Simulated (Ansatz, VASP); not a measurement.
## Two plane-wave programs on Ti2SnTe3

The input INCAR:

```
PREC = Accurate
ENCUT = 600
EDIFF = 1E-6
ISMEAR = 0
SIGMA = 0.1
LREAL = False
LASPH = True
NELM = 80
ALGO = Normal
ISIF = 3
LWAVE = False
LCHARG = False
GGA = PE
IBRION = 2
NSW = 90
EDIFFG = -0.04
```

The input KPOINTS:

```
regular mesh
0
Gamma
  6 6 2
```

The input POSCAR:

```
Ti2SnTe3
1.0
    4.6046454900      0.0000000000      0.0000000000
   -2.3023227500      3.9877399700      0.0000000000
    0.0000000000      0.0000000000      9.1478343600
Ti Sn Te
2 1 3
Direct
    0.0000000000      0.0000000000      0.2450700000
    0.0000000000      0.0000000000      0.7549300000
    0.3333333300      0.6666666700      0.0000000000
    0.3333333300      0.6666666700      0.5000000000
    0.6666666700      0.3333333300      0.0000000000
    0.6666666700      0.3333333300      0.5000000000
```

Input for Ansatz:

```yaml
crystal:
  lattice:
    - [4.60464549, 0.0, 0.0]
    - [-2.30232275, 3.98773997, 0.0]
    - [0.0, 0.0, 9.14783436]
  atoms:
    - { symbol: Ti, position: [0.0, 0.0, 0.24507] }
    - { symbol: Ti, position: [0.0, 0.0, 0.75493] }
    - { symbol: Sn, position: [0.33333333, 0.66666667, 0.0] }
    - { symbol: Te, position: [0.33333333, 0.66666667, 0.5] }
    - { symbol: Te, position: [0.66666667, 0.33333333, 0.0] }
    - { symbol: Te, position: [0.66666667, 0.33333333, 0.5] }
basis:
  ecutwfc: 420
kpoints:
  mp_grid: { grid: [6, 6, 2] }
hamiltonian:
  xc: pbe
scf:
  occupations: { method: gaussian, width: 0.1 }
  lower_state_search: "off"
output:
  forces: true
  stress: true
  eigenvalues: true
relax:
  adjacent_minimum: "off"
  f_tol: 0.04
  max_steps: 70
  cell: { stress_tol: 0.4 }
```

Change from the starting cell: species swapped into the Eu2Ge3Au type (P-6m2, No. 187).

Alike in both runs: task relaxation of cell and atoms; functional PBE; k mesh 6 × 6 × 2; occupations gaussian, width 0.1 eV; no spin polarisation.

```csv
,VASP,Ansatz
version,VASP 6.6.1,Ansatz 0.2.0
potentials or method,"VASP PAW PBE potentials, release 64 (Ti_sv, Sn_d, Te), cutoff 600 eV","scalar-relativistic, plane waves, PAW"
valence electrons in the cell,56,86
```

```csv
,VASP,Ansatz,Ansatz less VASP
"gap on the k mesh at the Fermi level, each at its own relaxed structure (eV)",none,none,-
relaxed volume (Å³/atom),25.21,25.21,-0.002
relaxed length of the cell vector where the two differ most in proportion (Å),6.288,6.281,-0.0068
```

A gap of «none» marks a metal or a gap that the smearing closes. VASP's potentials hold 56 valence electrons a cell and Ansatz's 86, so a difference there can come from the potentials and not from the codes.

Spin-orbit coupling is off throughout.
